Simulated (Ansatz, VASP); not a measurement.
**Two plane-wave programs on SnO**

```
Sn O
1.0
     3.79860    0.00000    0.00000
     0.00000    3.79860    0.00000
     0.00000    0.00000    4.79239
Sn O
2 2
Direct
  0.50000 0.00000 0.24437
  0.00000 0.50000 0.75563
  0.00000 0.00000 0.00000
  0.50000 0.50000 0.00000
```

Change from the starting cell: z stretched by -1 %, ions relaxed.

Alike in both runs: functional PBE; k mesh 12 × 12 × 10; occupations fermi-dirac, width 0.05 eV; no spin polarisation.

Ansatz relaxed the structure, and its values are those at the end. VASP's run is a single point on that final structure, the one shown.

|  | VASP | Ansatz |
| --- | --- | --- |
| version | VASP 6.6.1 | Ansatz 0.2.0 |
| potentials or method | VASP PAW PBE potentials, release 64 (Sn_d, O) | plane-wave PAW, scalar-relativistic |
| plane-wave cutoff (eV) | 520 | 420 |
| valence electrons in the cell | 40 | 40 |

VASP gave:

| Quantity | Value |
| --- | --- |
| pressure (GPa) | 3.6 |
| rms of the force components (eV/Å) | 0.034 |

Problem. What did Ansatz give for the same quantities?

Solution. Pressure (GPa): 3.4; rms of the force components (eV/Å): 0.000.

The functional is the same, so the differences come from potentials, cutoffs and numerics. Ansatz's warnings: stress scf threshold loose.
